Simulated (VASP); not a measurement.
Write the native input for VASP 6.6.1 that does the following.

```yaml
Task: relaxation of cell and atoms
Functional: PBE
Potentials_or_basis: VASP PAW PBE potentials, release 64 (Ti_sv, Ru_pv)
Cutoff: 500 eV
k_mesh: 18 × 18 × 8
Occupations: gaussian, width 0.1 eV
Spin: no spin polarisation
Dipole_correction: no
Further_INCAR_settings: ALGO = Normal; EDIFF = 1e-07; IBRION = 2; EDIFFG = -0.01; NSW = 100; ISIF = 3
```

The structure of Ti2Ru lies in POSCAR:

```
Ti2Ru
1.0
    2.9432211546      0.0000000000      0.0000000000
   -1.4716105773      2.5489042889      0.0000000000
    0.0000000000      0.0000000000      6.5564690428
Ti Ru
2 1
Direct
    0.6666666667      0.3333333333      0.7030653722
    0.6666666667      0.3333333333      0.2969346278
    0.3333333333      0.6666666667      0.0000000000
```

The cell was generated, and may not be a known phase.

The input as run:

INCAR

```
SYSTEM = Ti2Ru
  ALGO = Normal
  EDIFF = 1E-7
  EDIFFG = -0.01
  ENCUT = 500
  GGA = PE
  GGA_COMPAT = .FALSE.
  IBRION = 2
  ISIF = 3
  ISMEAR = 0
  LASPH = .TRUE.
  LCHARG = .FALSE.
  LREAL = .FALSE.
  LWAVE = .FALSE.
  NELM = 120
  NELMIN = 4
  NSW = 100
  PREC = Accurate
  SIGMA = 0.1
```

KPOINTS

```
k-points
0
G
  18 18 8
  0 0 0
```

Potentials or basis: VASP PAW PBE potentials, release 64 (Ti_sv, Ru_pv).

Launch:

```bash
$ cat potpaw_PBE.64/Ti_sv/POTCAR potpaw_PBE.64/Ru_pv/POTCAR > POTCAR
$ mpirun -np 1 vasp_std > vasp.out
```

It gave:

The relaxed volume is 16.15 Å³/atom. The relaxed cell is a = 2.894 Å, b = 2.894 Å, c = 6.677 Å, α = 90.00°, β = 90.00°, γ = 120.00°. The space group after relaxing (to 0.1 Å) is P-6m2 (No. 187). The energy gained by relaxing is 5.3 meV/atom and the ionic steps are 12. The pressure after relaxing is 0.0 GPa and the largest force after relaxing is 0.003 eV/Å. The band gap on the k mesh is zero (bands 19 and 20 overlap by 0.65 eV).

It took 27 min on 1 thread of Oxide Virtual Turin-like Processor, with other jobs on the host, peak memory 0.3 GiB.
